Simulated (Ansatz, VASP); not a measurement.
## AgCl in VASP and in Ansatz

File POSCAR:

```
AgCl
1.0
    0.0000000000      2.7731725637      2.7731725637
    2.7731725637      0.0000000000      2.7731725637
    2.7731725637      2.7731725637      0.0000000000
Ag Cl
1 1
Direct
    0.0000000000      0.0000000000      0.0000000000
    0.5000000000      0.5000000000      0.5000000000
```

INCAR.step1

```
SYSTEM = AgCl
ALGO = Normal
EDIFF = 1E-5
ENCUT = 520
GGA = PE
ISIF = 2
ISMEAR = 0
LASPH = .TRUE.
LREAL = .FALSE.
LWAVE = .TRUE.
NBANDS = 16
NELM = 60
PREC = Accurate
SIGMA = 0.01
```

INCAR.step2

```
SYSTEM = AgCl
AEXX = 1.0
AGGAC = 1.0
ALDAC = 1.0
ALGO = Normal
EDIFF = 1E-6
ENCUT = 520
GGA = PE
ISIF = 2
ISMEAR = 0
ISTART = 1
LASPH = .TRUE.
LCHARG = .TRUE.
LELF = .TRUE.
LHFCALC = .TRUE.
LREAL = .FALSE.
LVHAR = .TRUE.
LWAVE = .FALSE.
NBANDS = 16
NELM = 60
PREC = Accurate
PRECFOCK = Normal
SIGMA = 0.01
```

KPOINTS

```
k-points
0
G
  4 4 4
  0 0 0
```

Input for Ansatz:

```yaml
crystal:
  lattice:
    - [0.0, 2.7731725637, 2.7731725637]
    - [2.7731725637, 0.0, 2.7731725637]
    - [2.7731725637, 2.7731725637, 0.0]
  atoms:
    - { symbol: Ag, position: [0.0, 0.0, 0.0] }
    - { symbol: Cl, position: [0.5, 0.5, 0.5] }
kpoints:
  mp_grid: { grid: [4, 4, 4] }
hamiltonian:
  xc: { exchange: pbe, correlation: pbe, exx: { coeff: 1.0 } }
scf:
  occupations: { method: fixed }
  n_extra_bands: 4
output:
  forces: true
  stress: true
  eigenvalues: true
```

Alike in both runs: task single point; functional PBE-based global hybrid; k mesh 4 × 4 × 4; no spin polarisation.

|  | VASP | Ansatz |
| --- | --- | --- |
| version | VASP 6.6.1 | Ansatz 0.2.0 |
| potentials or method | VASP PAW PBE potentials, release 64 (Ag, Cl) | plane waves |
| plane-wave cutoff (eV) | 520 | 420 |
| occupations | gaussian, width 0.01 eV | fixed |
| valence electrons in the cell | 18 | 26 |

```csv
,VASP,Ansatz,Ansatz less VASP
gap on the k mesh at the Fermi level (eV),10.26,10.30,+0.035
pressure (GPa),-0.5,0.2,+0.74
```

VASP's potentials were made for PBE, not for PBE-based global hybrid. VASP's potentials hold 18 valence electrons a cell and Ansatz's 26, so a difference there can come from the potentials and not from the codes. Ansatz's warnings: stress exchange threshold loose, stress scf threshold loose.

The k mesh is coarse, so the values compare programs but aren't converged.
